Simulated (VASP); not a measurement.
# Si7Ge (Cmm2) in VASP: single point with r2SCAN

Aim: the single point of Si7Ge with r2SCAN.

Everything below comes from runs of VASP 6.6.1. Logs are shortened: lines on timing, memory, paths and dates and some standing lists are left out, and cuts for length are marked.

## Step 1: The cell of the first run

Symmetry: Cmm2, No. 35, orthorhombic system. Conventional cell: a = 7.733 Å, b = 7.733 Å, c = 11.436 Å, α = 90.00°, β = 90.00°, γ = 90.00°. Within 3.1 Å of Si (site symmetry m) lie 3 Si at 2.36 to 2.68 Å and 1 Ge at 2.71 Å. Within 3.1 Å of Si (site symmetry m) lie 3 Si at 2.36 Å and 1 Ge at 2.39 Å. Si (site symmetry mm2) has 4 Si at 2.36 to 2.68 Å within 3.1 Å. Si (site symmetry mm2) has 4 Si at 2.36 Å within 3.1 Å. Si (site symmetry 2) has 4 Si at 2.36 Å within 3.1 Å. Si (site symmetry 2) has 4 Si at 2.36 Å within 3.1 Å. Within 3.1 Å of Si (site symmetry m) lie 3 Si at 2.36 Å and 1 Ge at 2.39 Å. Si (site symmetry m) has 3 Si at 2.36 Å and 1 Ge at 2.39 Å within 3.1 Å.

## Step 2: Single point, r2SCAN (the distance across one plane changed)

POSCAR

```
Si7Ge
1.0
    0.0000000000     -5.4679684317      0.0000000000
    0.0000000000      0.0000000000     -5.4679684317
   11.4359368634      0.0000000000      0.0000000000
Si Ge
14 2
Direct
    0.7475692418      0.7475692418      0.0603558597
    0.7475692418      0.7475692418      0.5384949485
    0.5000000000      0.5000000000      0.8959370246
    0.5000000000      0.5000000000      0.4177979358
    0.5000000000      0.0000000000      0.1787283914
    0.5000000000      0.0000000000      0.6568674802
    0.0000000000      0.5000000000      0.1787283914
    0.0000000000      0.5000000000      0.6568674802
    0.7475692418      0.2524307582      0.2971009231
    0.7475692418      0.2524307582      0.7752400119
    0.2524307582      0.7475692418      0.2971009231
    0.2524307582      0.7475692418      0.7752400119
    0.2524307582      0.2524307582      0.0603558597
    0.2524307582      0.2524307582      0.5384949485
    0.0000000000      0.0000000000      0.8959370246
    0.0000000000      0.0000000000      0.4177979358
```

INCAR.step1

```
SYSTEM = Si7Ge
PREC = Accurate ; ENCUT = 520
ISMEAR = 0 ; SIGMA = 0.05
LREAL = Auto ; LASPH = .TRUE.
NELM = 60 ; NBANDS = 56
GGA = PE ; ALGO = Normal
EDIFF = 1E-4 ; LWAVE = .TRUE.
LCHARG = .FALSE.
```

INCAR.step2

```
SYSTEM = Si7Ge
PREC = Accurate ; ENCUT = 520
EDIFF = 1E-7 ; ISMEAR = 0
SIGMA = 0.05 ; LREAL = Auto
LASPH = .TRUE. ; NELM = 60
ALGO = Normal ; ISIF = 2
LWAVE = .FALSE. ; LCHARG = .TRUE.
METAGGA = R2SCAN ; LMIXTAU = .TRUE.
LELF = .TRUE. ; LVHAR = .TRUE.
NBANDS = 56 ; ISTART = 1
```

KPOINTS

```
Automatic mesh
0
G
  6 6 3
  0 0 0
```

Potentials or basis: VASP PAW PBE potentials, release 64 (Si, Ge_d).

Command:

```sh
cat potpaw_PBE.64/Si/POTCAR potpaw_PBE.64/Ge_d/POTCAR > POTCAR
cp INCAR.step1 INCAR
mpirun -np 1 vasp_std > vasp.out
cp INCAR.step2 INCAR
mpirun -np 1 vasp_std > vasp.out
```

OUTCAR:

```text
SYSTEM = Si7Ge
   PREC = Accurate
   ENCUT = 520
   EDIFF = 1E-7
   ISMEAR = 0
   LREAL = Auto
   LASPH = .TRUE.
   NELM = 60
   ISIF = 2
   METAGGA = R2SCAN
   ISTART = 1

 ion  position               nearest neighbor table
   1  0.748  0.748  0.060-   5 2.36   7 2.36   3 2.68  15 2.71
   2  0.748  0.748  0.538-   4 2.36   6 2.36   8 2.36  16 2.39
   3  0.500  0.500  0.896-  10 2.36  12 2.36   1 2.68  13 2.68
   4  0.500  0.500  0.418-   2 2.36  14 2.36  11 2.36   9 2.36
   5  0.500  0.000  0.179-   1 2.36   9 2.36  11 2.36  13 2.36
   6  0.500  0.000  0.657-   2 2.36  14 2.36  12 2.36  10 2.36
[... 8 lines left out ...]
  15  0.000  0.000  0.896-  10 2.39  12 2.39   1 2.71  13 2.71
  16  0.000  0.000  0.418-   2 2.39  14 2.39  11 2.39   9 2.39

  LATTYP: Found a simple tetragonal cell.
 ALAT       =     5.4679684317
 C/A-ratio  =     2.0914416398

  Lattice vectors:

 A1 = (   0.0000000000,  -5.4679684317,   0.0000000000)
 A2 = (   0.0000000000,   0.0000000000,  -5.4679684317)
 A3 = (  11.4359368634,   0.0000000000,   0.0000000000)

Analysis of symmetry for initial positions (statically):
=====================================================================
 Subroutine PRICEL returns:
 Original cell was already a primitive cell.

 Routine SETGRP: Setting up the symmetry group for a
 simple tetragonal supercell.

 Subroutine GETGRP returns: Found  4 space group operations
 (whereof  4 operations were pure point group operations)
 out of a pool of 16 trial point group operations.

The static configuration has the point symmetry C_2v.

Analysis of symmetry for dynamics (positions and initial velocities):
=====================================================================
 Subroutine PRICEL returns:
 Original cell was already a primitive cell.

 Routine SETGRP: Setting up the symmetry group for a
 simple tetragonal supercell.

 Subroutine GETGRP returns: Found  4 space group operations
 (whereof  4 operations were pure point group operations)
 out of a pool of 16 trial point group operations.

The dynamic configuration has the point symmetry C_2v.

 Subroutine INISYM returns: Found  4 space group operations
 (whereof  4 operations are pure point group operations),
 and found     1 'primitive' translations

----------------------------------------------------------------------------------------

                                     Primitive cell

  volume of cell :     341.9194

  direct lattice vectors                    reciprocal lattice vectors
     0.000000000 -5.467968432  0.000000000     0.000000000 -0.182883280  0.000000000
     0.000000000  0.000000000 -5.467968432     0.000000000  0.000000000 -0.182883280
    11.435936863  0.000000000  0.000000000     0.087443645  0.000000000  0.000000000

  length of vectors
     5.467968432  5.467968432 11.435936863     0.182883280  0.182883280  0.087443645

  position of ions in fractional coordinates (direct lattice)
     0.747569242  0.747569242  0.060355860
     0.747569242  0.747569242  0.538494949
     0.500000000  0.500000000  0.895937025
     0.500000000  0.500000000  0.417797936
     0.500000000  0.000000000  0.178728391
     0.500000000  0.000000000  0.656867480
[... 8 lines left out ...]
     0.000000000  0.000000000  0.895937025
     0.000000000  0.000000000  0.417797936

  ion indices of the primitive-cell ions
   primitive index   ion index
                 1           1
                 2           2
                 3           3
                 4           4
                 5           5
                 6           6
[... 8 lines left out ...]
                15          15
                16          16

----------------------------------------------------------------------------------------

 KPOINTS: Automatic mesh

Automatic generation of k-mesh.
 Grid dimensions read from file:
 generate k-points for:    6    6    3

 Generating k-lattice:

  Cartesian coordinates                     Fractional coordinates (reciprocal lattice)
     0.000000000 -0.030480547  0.000000000     0.166666667  0.000000000  0.000000000
     0.000000000  0.000000000 -0.030480547     0.000000000  0.166666667  0.000000000
     0.029147882  0.000000000  0.000000000     0.000000000  0.000000000  0.333333333

  Length of vectors
     0.030480547  0.030480547  0.029147882

  Shift w.r.t. Gamma in fractional coordinates (k-lattice)
     0.000000000  0.000000000  0.000000000

 Subroutine IBZKPT returns following result:
 ===========================================

 Found     26 irreducible k-points:

 Following reciprocal coordinates:
            Coordinates               Weight
  0.000000  0.000000  0.000000      1.000000
  0.166667  0.000000  0.000000      4.000000
  0.333333  0.000000  0.000000      4.000000
  0.500000  0.000000  0.000000      2.000000
  0.166667  0.166667  0.000000      2.000000
 -0.166667  0.166667  0.000000      2.000000
[... 16 lines left out ...]
  0.333333  0.333333  0.333333      4.000000
 -0.333333  0.333333  0.333333      4.000000
 [... further k-points ...]
   k-points           NKPTS =     26   k-points in BZ     NKDIM =     26   number of bands    NBANDS=     56
   number of dos      NEDOS =    301   number of ions     NIONS =     16
   total plane-waves  NPLWV = 158760
   dimension x,y,z NGX =    42 NGY =   42 NGZ =   90
   dimension x,y,z NGXF=    84 NGYF=   84 NGZF=  180
   ions per type =              14   2
   NGX,Y,Z   is equivalent  to a cutoff of  12.77, 12.77, 13.08 a.u.
   NGXF,Y,Z  is equivalent  to a cutoff of  25.54, 25.54, 26.17 a.u.
 SYSTEM =  Si7Ge
   PREC   = accura    normal or accurate (medium, high low for compatibility)
   ISTART =      1    job   : 0-new  1-cont  2-samecut
   ICHARG =      0    charge: 1-file 2-atom 10-const
   ISPIN  =      1    spin polarized calculation?
   LNONCOLLINEAR =      F non collinear calculations
   LSORBIT =      F    spin-orbit coupling
   LASPH  =      T    aspherical Exc in radial PAW
   ENCUT  =  520.0 eV  38.22 Ry    6.18 a.u.  10.17 10.17 21.26*2*pi/ulx,y,z
   NELM   =     60;   NELMIN=  2; NELMDL=  0     # of ELM steps
   EDIFF  = 0.1E-06   stopping-criterion for ELM
   LREAL  =      T    real-space projection
   EDIFFG = 0.1E-05   stopping-criterion for IOM
   NSW    =      0    number of steps for IOM
   IBRION =     -1    ionic relax: 0-MD 1-quasi-New 2-CG
   NFREE  =      0    steps in history (QN), initial steepest desc. (CG)
   ISIF   =      2    stress and relaxation
   ISYM   =      2    0-nonsym 1-usesym 2-fastsym
   POTIM  = 0.5000    time-step for ionic-motion
   TEBEG  =    0.0;   TEEND  =   0.0 temperature during run
   PSTRESS=    0.0 pullay stress
   NELECT =      84.0000    total number of electrons
   NUPDOWN=      -1.0000    fix difference up-down
   EMIN   =  10.00;   EMAX   =-10.00  energy-range for DOS
   EFERMI =   0.00;   METHOD = LEGACY
   ISMEAR =     0;   SIGMA  =   0.05  broadening in eV -4-tet -1-fermi 0-gaus
   EFERMI_NEDOS =   21; number of points for ismear=-14 and -15
   IALGO  =     38    algorithm
   IMIX   =      4    mixing-type and parameters
     AMIX     =   0.40;   BMIX     =  1.00
     AMIX_MAG =   1.60;   BMIX_MAG =  1.00
  volume/ion in A,a.u.               =      21.37       144.21
  Fermi-wavevector in a.u.,A,eV,Ry     =   1.025321  1.937576 14.303586  1.051284
  Thomas-Fermi vector in A             =   2.159155
   LORBIT       =      0    0 simple, 1 ext, 2 COOP (PROOUT), +10 PAW based schemes
   METAGGA = R2SCAN    functional components
   LHFCALC =     F    Hartree Fock is set to
   AEXX    =    0.0000 exact exchange contribution
   IVDW    =     0    specifies the selected vdW correction
   LEPSILON=     F    determine dielectric tensor
   LRPA    =     F    only Hartree local field effects (RPA)
 non-spin polarized calculation
 Gauss-broadening in eV      SIGMA  =   0.05
  energy-cutoff  :      520.00
  volume of cell :      341.92
 maximum number of plane-waves:      9244
 NGX is ok and might be reduce to    42
   NGX = 21   NGY = 21   NGZ = 43

 number of electron      84.0000028 magnetization

 Free energy of the ion-electron system (eV)
  ---------------------------------------------------
  ext. energy  EPLUGINS =         0.00000000
  ---------------------------------------------------
  free energy    TOTEN  =      -148.78648082 eV

  energy without entropy =     -148.78430516  energy(sigma->0) =     -148.78539299

 E-fermi :   5.6486     XC(G=0):  -9.7910

 val. band max:        5.6485513714   @ k =   0.0000   0.0000   0.0000
 cond. band min:       5.7861612414   @ k =  -0.1667   0.1667   0.0000
 fundamental gap:      0.1376098699
 Fermi energy:         5.6486465984

 k-point     1 :       0.0000    0.0000    0.0000
  band No.  band energies     occupation
      1     -19.7431      2.00000
      2     -19.7423      2.00000
      3     -19.7420      2.00000
      4     -19.7122      2.00000
      5     -19.7115      2.00000
      6     -19.5862      2.00000
[... 46 lines left out ...]
     53       7.9510      0.00000
     54       8.0448      0.00000

 k-point     2 :       0.1667    0.0000    0.0000
  band No.  band energies     occupation
      1     -19.7431      2.00000
      2     -19.7424      2.00000
      3     -19.7421      2.00000
      4     -19.7122      2.00000
      5     -19.7114      2.00000
      6     -19.5862      2.00000
[... 46 lines left out ...]
     53       8.3442      0.00000
     54       8.3783      0.00000

 k-point     3 :       0.3333    0.0000    0.0000
  band No.  band energies     occupation
      1     -19.7431      2.00000
      2     -19.7424      2.00000
      3     -19.7421      2.00000
      4     -19.7122      2.00000
      5     -19.7114      2.00000
      6     -19.5862      2.00000
[... 46 lines left out ...]
     53       8.5510      0.00000
     54       8.6957      0.00000
[... 1084 lines left out ...]
 k-point    23 :       0.3333    0.3333    0.3333
  band No.  band energies     occupation
      1     -19.7431      2.00000
      2     -19.7424      2.00000
      3     -19.7421      2.00000
      4     -19.7121      2.00000
      5     -19.7113      2.00000
      6     -19.5863      2.00000
[... 46 lines left out ...]
     53       8.9397      0.00000
     54       9.0963      0.00000

 k-point    24 :      -0.3333    0.3333    0.3333
  band No.  band energies     occupation
      1     -19.7431      2.00000
      2     -19.7424      2.00000
      3     -19.7421      2.00000
      4     -19.7121      2.00000
      5     -19.7113      2.00000
      6     -19.5863      2.00000
[... 46 lines left out ...]
     53       8.9647      0.00000
     54       9.1617      0.00000

 [... further k-points ...]

 [bands above 54 left out]

------------------------ aborting loop because EDIFF is reached ----------------------------------------

  FORCE on cell =-STRESS in cart. coord.  units (eV):
  Direction    XX          YY          ZZ          XY          YZ          ZX
  --------------------------------------------------------------------------------------
  -------------------------------------------------------------------------------------
  Total      -13.3944822     -2.3878777     -2.3878777      0.0000000     -1.5589547      0.0000000
  in kB      -62.7643109    -11.1891967    -11.1891967      0.0000000     -7.3050017      0.0000000
  external PRESSURE =     -28.3809014 kB  Pullay stress =       0.0000000 kB

 VOLUME and BASIS-vectors are now :
 -----------------------------------------------------------------------------
  energy-cutoff  :      520.00
  volume of cell :      341.92
      direct lattice vectors                 reciprocal lattice vectors
     0.000000000 -5.467968432  0.000000000     0.000000000 -0.182883280  0.000000000
     0.000000000  0.000000000 -5.467968432     0.000000000  0.000000000 -0.182883280
    11.435936863  0.000000000  0.000000000     0.087443645  0.000000000  0.000000000

 POSITION                                       TOTAL-FORCE (eV/Angst)
 -----------------------------------------------------------------------------------
      0.69023     -4.08769     -4.08769        -2.463062      0.016822      0.016822
      6.15819     -4.08769     -4.08769         0.041418      0.019365      0.019365
     10.24588     -2.73398     -2.73398         2.516485      0.000000     -0.000000
      4.77791     -2.73398     -2.73398        -0.018733      0.000000     -0.000000
      2.04393     -2.73398      0.00000        -0.429990      0.000000     -0.000000
      7.51190     -2.73398      0.00000        -0.010600      0.000000     -0.000000
[... 8 lines left out ...]
     10.24588      0.00000      0.00000         2.476194      0.000000     -0.000000
      4.77791      0.00000      0.00000        -0.019252      0.000000     -0.000000
 -----------------------------------------------------------------------------------
    total drift:                                0.008691      0.000000      0.000000

  FREE ENERGIE OF THE ION-ELECTRON SYSTEM (eV)
  ---------------------------------------------------
  free  energy   TOTEN  =      -148.7864808243 eV

  energy  without entropy=     -148.7843051611  energy(sigma->0) =     -148.78539299
```

Run time: 1.5 h. Hardware: 1 thread of Intel Xeon 8259CL, shared host; peak memory 0.59 GiB.

Results:

* Free energy: -148.7865 eV
* Pressure: -2.8 GPa
* Largest force: 2.516 eV/Å
* Band gap on the k mesh: zero (bands 42 and 43 overlap by 0.14 eV)

Forces in eV/Å, atoms in the order of the input:
```
Si  -2.463  0.017  0.017
Si   0.041  0.019  0.019
Si   2.516  0.000  0.000
Si  -0.019  0.000  0.000
Si  -0.430  0.000  0.000
Si  -0.011  0.000  0.000
Si  -0.430  0.000  0.000
Si  -0.011  0.000  0.000
Si  -0.011  0.024 -0.024
Si   0.396  0.042 -0.042
Si  -0.011 -0.024  0.024
Si   0.396 -0.042  0.042
Si  -2.463 -0.017 -0.017
Si   0.041 -0.019 -0.019
Ge   2.476  0.000  0.000
Ge  -0.019  0.000  0.000
```

Stress tensor (GPa, compression positive):
```
-6.28  0.00  0.00
 0.00 -1.12 -0.73
 0.00 -0.73 -1.12
```

Levels at points of the mesh, in eV from the Fermi level:
| k point | band 40 | band 41 | band 42 | band 43 | band 44 | band 45 |
| --- | --- | --- | --- | --- | --- | --- |
| (0.00, 0.00, 0.00) | -0.78 | -0.71 | -0.24 | 0.00 | 0.23 | 0.49 |
| (0.50, 0.00, 0.00) | -2.06 | -1.61 | -1.55 | 0.56 | 0.72 | 1.61 |
| (0.50, 0.50, 0.00) | -1.75 | -1.65 | -0.07 | 0.41 | 0.78 | 0.87 |

Caveat: the cell differs from its parent crystal (the distance across one plane changed); the stress differs along the axes, from -6 to -1 GPa; semilocal functionals underestimate gaps, and a narrow one can read as zero; the PAW data sets were made with another functional, which shifts forces and pressure a little.

The gap in the log of VASP goes by the Fermi energy; the results here count the filled bands.